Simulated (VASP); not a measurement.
# PtSe2 (P-3m1) in VASP: single point with PBE+U

Aim: the single point of PtSe2 with PBE+U.

Everything below comes from runs of VASP 6.6.1. Logs are shortened: lines on timing, memory, paths and dates and some standing lists are left out, and cuts for length are marked.

**1. The cell of the first run**

The structure is trigonal, space group P-3m1 (No. 164). Conventional cell: a = 3.724 Å, b = 3.724 Å, c = 5.062 Å, α = 90.00°, β = 90.00°, γ = 120.00°. Within 3.3 Å of Pt (site symmetry -3m) lie 6 Se at 2.49 Å. Within 3.4 Å of Se (site symmetry 3m) lie 3 Pt at 2.49 Å and 6 Se at 3.32 Å.

**2. Single point, PBE+U, collinear spin, zero start**

File INCAR:

```
  PREC = Accurate
  ENCUT = 520
  EDIFF = 1E-6
  ISMEAR = 0
  SIGMA = 0.05
  LREAL = F
  LASPH = T
  NELM = 150
  ALGO = Normal
  ISIF = 2
  LWAVE = F
  LCHARG = T
  ISPIN = 2
  MAGMOM = 0 0 0
  LORBIT = 11
  LMAXMIX = 4
  LDAU = T
  LDAUTYPE = 1
  LDAUL = 2 -1
  LDAUU = 5 0
  LDAUJ = 0.9 0
  LDAUPRINT = 1
  GGA = PE
  LELF = T
  LVHAR = T
  NBANDS = 22
```

File KPOINTS:

```
Automatic mesh
0
Gamma
  6 6 4
```

File POSCAR:

```
PtSe2
1.0
    3.7240002900      0.0000000000      0.0000000000
   -1.8620001500      3.2250788600      0.0000000000
    0.0000000000      0.0000000000      5.0619995800
Pt Se
1 2
Direct
    0.0000000000      0.0000000000      0.0000000000
    0.3333333333      0.6666666667      0.2500000000
    0.6666666667      0.3333333333      0.7500000000
```

Potentials or basis: VASP PAW PBE potentials, release 64 (Pt, Se).

Run with:

```bash
$ cat potpaw_PBE.64/Pt/POTCAR potpaw_PBE.64/Se/POTCAR > POTCAR
$ mpirun -np 1 vasp_std > vasp.out
```

OUTCAR:

```text
PREC = Accurate
   ENCUT = 520
   EDIFF = 1E-6
   ISMEAR = 0
   LREAL = F
   LASPH = T
   NELM = 150
   ISIF = 2
   ISPIN = 2
   LORBIT = 11
   GGA = PE

 ion  position               nearest neighbor table
   1  0.000  0.000  0.000-   3 2.49   2 2.49   3 2.49   2 2.49   3 2.49   2 2.49
   2  0.333  0.667  0.250-   1 2.49   1 2.49   1 2.49
   3  0.667  0.333  0.750-   1 2.49   1 2.49   1 2.49

  LATTYP: Found a hexagonal cell.
 ALAT       =     3.7240002900
 C/A-ratio  =     1.3592908662

  Lattice vectors:

 A1 = (   3.7240002900,   0.0000000000,   0.0000000000)
 A2 = (  -1.8620001500,   3.2250788600,   0.0000000000)
 A3 = (   0.0000000000,   0.0000000000,   5.0619995800)

Analysis of symmetry for initial positions (statically):
=====================================================================
 Subroutine PRICEL returns:
 Original cell was already a primitive cell.

 Routine SETGRP: Setting up the symmetry group for a
 hexagonal supercell.

 Subroutine GETGRP returns: Found 12 space group operations
 (whereof 12 operations were pure point group operations)
 out of a pool of 24 trial point group operations.

The static configuration has the point symmetry D_3d.

Analysis of symmetry for dynamics (positions and initial velocities):
=====================================================================
 Subroutine PRICEL returns:
 Original cell was already a primitive cell.

 Routine SETGRP: Setting up the symmetry group for a
 hexagonal supercell.

 Subroutine GETGRP returns: Found 12 space group operations
 (whereof 12 operations were pure point group operations)
 out of a pool of 24 trial point group operations.

The dynamic configuration has the point symmetry D_3d.

Analysis of structural, dynamic, and magnetic symmetry:
=====================================================================
 Subroutine PRICEL returns:
 Original cell was already a primitive cell.

 Routine SETGRP: Setting up the symmetry group for a
 hexagonal supercell.

 Subroutine GETGRP returns: Found 12 space group operations
 (whereof 12 operations were pure point group operations)
 out of a pool of 24 trial point group operations.

The overall configuration has the point symmetry D_3d.

 Subroutine INISYM returns: Found 12 space group operations
 (whereof 12 operations are pure point group operations),
 and found     1 'primitive' translations

----------------------------------------------------------------------------------------

                                     Primitive cell

  volume of cell :      60.7956

  direct lattice vectors                    reciprocal lattice vectors
     3.724000290  0.000000000  0.000000000     0.268528443  0.155034969  0.000000000
    -1.862000150  3.225078860  0.000000000     0.000000000  0.310069937  0.000000000
     0.000000000  0.000000000  5.061999580     0.000000000  0.000000000  0.197550392

  length of vectors
     3.724000290  3.724000297  5.061999580     0.310069938  0.310069937  0.197550392

  position of ions in fractional coordinates (direct lattice)
     0.000000000  0.000000000  0.000000000
     0.333333333  0.666666667  0.250000000
     0.666666667  0.333333333  0.750000000

  ion indices of the primitive-cell ions
   primitive index   ion index
                 1           1
                 2           2
                 3           3

----------------------------------------------------------------------------------------

 KPOINTS: Automatic mesh

Automatic generation of k-mesh.
 Grid dimensions read from file:
 generate k-points for:    6    6    4

 Generating k-lattice:

[... 74 lines left out ...]
   EFERMI =   0.00;   METHOD = LEGACY
   ISMEAR =     0;   SIGMA  =   0.05  broadening in eV -4-tet -1-fermi 0-gaus
   EFERMI_NEDOS =   21; number of points for ismear=-14 and -15
   IALGO  =     38    algorithm
   IMIX   =      4    mixing-type and parameters
     AMIX     =   0.40;   BMIX     =  1.00
     AMIX_MAG =   1.60;   BMIX_MAG =  1.00
  volume/ion in A,a.u.               =      20.27       136.76
  Fermi-wavevector in a.u.,A,eV,Ry     =   1.166608  2.204570 18.517183  1.360975
  Thomas-Fermi vector in A             =   2.303119
   LORBIT       =     11    0 simple, 1 ext, 2 COOP (PROOUT), +10 PAW based schemes
 LDA+U is selected, type is set to LDAUTYPE =  1
   angular momentum for each species LDAUL =     2   -1
   U (eV)           for each species LDAUU =   5.0  0.0
   J (eV)           for each species LDAUJ =   0.9  0.0
   GGA     = PE    functional components
   LHFCALC =     F    Hartree Fock is set to
   AEXX    =    0.0000 exact exchange contribution
   IVDW    =     0    specifies the selected vdW correction
   LEPSILON=     F    determine dielectric tensor
   LRPA    =     F    only Hartree local field effects (RPA)
 spin polarized calculation
 Gauss-broadening in eV      SIGMA  =   0.05
  energy-cutoff  :      520.00
  volume of cell :       60.80
 maximum number of plane-waves:      1654
   NGX = 13   NGY = 13   NGZ = 19

 number of electron      21.9999999 magnetization      -0.0000013

atom =   1  type =  1  l = 2

 onsite density matrix

spin component  1

  0.8508  0.0000  0.0000  0.1027 -0.0000
  0.0000  0.7926  0.0000 -0.0000  0.1027
  0.0000  0.0000  0.9247  0.0000  0.0000
  0.1027 -0.0000  0.0000  0.7926 -0.0000
 -0.0000  0.1027  0.0000 -0.0000  0.8508

spin component  2

  0.8508  0.0000  0.0000  0.1027 -0.0000
  0.0000  0.7926  0.0000 -0.0000  0.1027
  0.0000  0.0000  0.9247  0.0000  0.0000
  0.1027 -0.0000  0.0000  0.7926 -0.0000
 -0.0000  0.1027  0.0000 -0.0000  0.8508

 occupancies and eigenvectors

  o =  0.7150  v =  0.0000  0.0000  0.0000  0.0000  0.0000  0.5589 -0.2995 -0.0000 -0.7394  0.2264      0.0000  0.0000  0.0000  0.0000  0.0000  0.0000  0.0000  0.0000  0.0000  0.0000
  o =  0.7150  v =  0.0000  0.0000  0.0000  0.0000  0.0000  0.2264  0.7394  0.0000 -0.2995 -0.5589      0.0000  0.0000  0.0000  0.0000  0.0000  0.0000  0.0000  0.0000  0.0000  0.0000
  o =  0.7150  v =  0.5589 -0.2995 -0.0000 -0.7394  0.2264  0.0000  0.0000  0.0000  0.0000  0.0000      0.0000  0.0000  0.0000  0.0000  0.0000  0.0000  0.0000  0.0000  0.0000  0.0000
  o =  0.7150  v =  0.2264  0.7394  0.0000 -0.2995 -0.5589  0.0000  0.0000  0.0000  0.0000  0.0000      0.0000  0.0000  0.0000  0.0000  0.0000  0.0000  0.0000  0.0000  0.0000  0.0000
  o =  0.9247  v =  0.0000  0.0000  0.0000  0.0000  0.0000  0.0000  0.0000 -1.0000  0.0000  0.0000      0.0000  0.0000  0.0000  0.0000  0.0000  0.0000  0.0000  0.0000  0.0000  0.0000
  o =  0.9247  v =  0.0000  0.0000 -1.0000  0.0000  0.0000  0.0000  0.0000  0.0000  0.0000  0.0000      0.0000  0.0000  0.0000  0.0000  0.0000  0.0000  0.0000  0.0000  0.0000  0.0000
  o =  0.9285  v =  0.0000  0.0000  0.0000  0.0000  0.0000  0.7394  0.2264  0.0000  0.5589  0.2995      0.0000  0.0000  0.0000  0.0000  0.0000  0.0000  0.0000  0.0000  0.0000  0.0000
  o =  0.9285  v =  0.0000  0.0000  0.0000  0.0000  0.0000 -0.2995  0.5589  0.0000 -0.2264  0.7394      0.0000  0.0000  0.0000  0.0000  0.0000  0.0000  0.0000  0.0000  0.0000  0.0000
  o =  0.9285  v =  0.7394  0.2264  0.0000  0.5589  0.2995  0.0000  0.0000  0.0000  0.0000  0.0000      0.0000  0.0000  0.0000  0.0000  0.0000  0.0000  0.0000  0.0000  0.0000  0.0000
  o =  0.9285  v = -0.2995  0.5589  0.0000 -0.2264  0.7394  0.0000  0.0000  0.0000  0.0000  0.0000      0.0000  0.0000  0.0000  0.0000  0.0000  0.0000  0.0000  0.0000  0.0000  0.0000

 number of electron      21.9999999 magnetization       0.0000009

 Free energy of the ion-electron system (eV)
  ---------------------------------------------------
  ext. energy  EPLUGINS =         0.00000000
  ---------------------------------------------------
  free energy    TOTEN  =       -11.43822401 eV

  energy without entropy =      -11.43585831  energy(sigma->0) =      -11.43704116

 E-fermi :   6.3255     XC(G=0): -10.6114

 val. band max:        6.3168906241   @ k =   0.0000   0.1667   0.2500
 cond. band min:       6.3696331445   @ k =   0.0000   0.3333   0.2500
 fundamental gap:      0.0527425205
 Fermi energy:         6.3254750215

 spin component 1

 k-point     1 :       0.0000    0.0000    0.0000
  band No.  band energies     occupation
      1      -9.2219      1.00000
      2      -6.4329      1.00000
      3      -1.1098      1.00000
      4      -0.4213      1.00000
      5      -0.4213      1.00000
      6       1.4631      1.00000
[... 589 lines left out ...]
     21      17.6978      0.00000
     22      19.2390      0.00000
 Fermi energy:         6.3254750215

 spin component 2

 k-point     1 :       0.0000    0.0000    0.0000
  band No.  band energies     occupation
      1      -9.2219      1.00000
      2      -6.4329      1.00000
      3      -1.1098      1.00000
      4      -0.4213      1.00000
      5      -0.4213      1.00000
      6       1.4630      1.00000
[... 589 lines left out ...]
     21      17.6978      0.00000
     22      19.2390      0.00000

------------------------ aborting loop because EDIFF is reached ----------------------------------------

  FORCE on cell =-STRESS in cart. coord.  units (eV):
  Direction    XX          YY          ZZ          XY          YZ          ZX
  --------------------------------------------------------------------------------------
  -------------------------------------------------------------------------------------
  Total        1.8552237      1.8552237      1.6806852     -0.0000000      0.0000000      0.0000000
  in kB       48.8916513     48.8916515     44.2919499     -0.0000001      0.0000000      0.0000000
  external PRESSURE =      47.3584176 kB  Pullay stress =       0.0000000 kB

 VOLUME and BASIS-vectors are now :
 -----------------------------------------------------------------------------
  energy-cutoff  :      520.00
  volume of cell :       60.80
      direct lattice vectors                 reciprocal lattice vectors
     3.724000290  0.000000000  0.000000000     0.268528443  0.155034969  0.000000000
    -1.862000150  3.225078860  0.000000000     0.000000000  0.310069937  0.000000000
     0.000000000  0.000000000  5.061999580     0.000000000  0.000000000  0.197550392

 POSITION                                       TOTAL-FORCE (eV/Angst)
 -----------------------------------------------------------------------------------
      0.00000      0.00000      0.00000         0.000000      0.000000      0.000000
     -0.00000      2.15005      1.26550         0.000000      0.000000      0.404791
      1.86200      1.07503      3.79650        -0.000000     -0.000000     -0.404791
 -----------------------------------------------------------------------------------
    total drift:                               -0.000000     -0.000000     -0.000000

  FREE ENERGIE OF THE ION-ELECTRON SYSTEM (eV)
  ---------------------------------------------------
  free  energy   TOTEN  =       -11.4382240075 eV

  energy  without entropy=      -11.4358583129  energy(sigma->0) =      -11.43704116

 total charge

# of ion       s       p       d       tot
------------------------------------------
    1        0.665   0.699   8.361   9.724
    2        1.487   2.232   0.065   3.783
    3        1.487   2.232   0.065   3.783
--------------------------------------------------
tot          3.638   5.162   8.491  17.291

 magnetization (x)

# of ion       s       p       d       tot
------------------------------------------
    1       -0.000  -0.000   0.000   0.000
    2        0.000  -0.000   0.000  -0.000
    3        0.000  -0.000   0.000  -0.000
--------------------------------------------------
tot         -0.000  -0.000   0.000   0.000
```

Wall time 81 s (1 thread of AMD EPYC 7R13, shared host); peak memory 0.2 GiB.

What came out:

```yaml
Free_energy: -11.4382 eV
Pressure: 4.7 GPa
Largest_force: 0.405 eV/Å
Band_gap_on_the_k_mesh: zero (filled and empty bands overlap)
Net_moment: 0.00 μB per cell
Valence_electrons_inside_the_program's_atomic_spheres: Pt 9.72; Se 3.78
```

Forces in eV/Å, atoms in the order of the input:
```
Pt   0.000  0.000  0.000
Se   0.000  0.000  0.405
Se   0.000  0.000 -0.405
```

Levels at points of the mesh, in eV from the Fermi level:
Spin up:
```tsv
k point	band 7	band 8	band 9	band 10	band 11	band 12	band 13	band 14	band 15	band 16
(0.00, 0.00, 0.00)	-4.86	-3.12	-0.90	-0.90	0.53	1.43	1.43	3.83	4.39	7.54
(0.50, 0.00, 0.00)	-4.27	-4.05	-3.58	-3.36	-3.21	0.63	2.36	4.79	6.08	7.14
(0.00, 0.00, 0.50)	-4.90	-2.83	-1.87	-1.35	-1.35	2.29	2.29	5.07	6.40	7.04
(0.50, 0.00, 0.50)	-4.53	-4.27	-3.81	-2.65	-1.22	0.97	1.51	4.73	4.98	7.36
```
Spin down:
```tsv
k point	band 7	band 8	band 9	band 10	band 11	band 12	band 13	band 14	band 15	band 16
(0.00, 0.00, 0.00)	-4.86	-3.12	-0.90	-0.90	0.53	1.43	1.43	3.83	4.39	7.54
(0.50, 0.00, 0.00)	-4.27	-4.05	-3.58	-3.36	-3.21	0.63	2.36	4.79	6.08	7.14
(0.00, 0.00, 0.50)	-4.90	-2.83	-1.87	-1.35	-1.35	2.29	2.29	5.07	6.40	7.04
(0.50, 0.00, 0.50)	-4.53	-4.27	-3.81	-2.65	-1.22	0.97	1.51	4.73	4.98	7.36
```

Eigenvalues of the final occupation matrices:
| site | spin | trace | eigenvalues |
| --- | --- | --- | --- |
| site 1 d | 1 | 4.21 | 0.71 0.71 0.92 0.93 0.93 |
| site 1 d | 2 | 4.21 | 0.71 0.71 0.92 0.93 0.93 |

Caveat: the cell stands under pressure; spin-orbit coupling is left out, which moves the levels of the heavy elements.
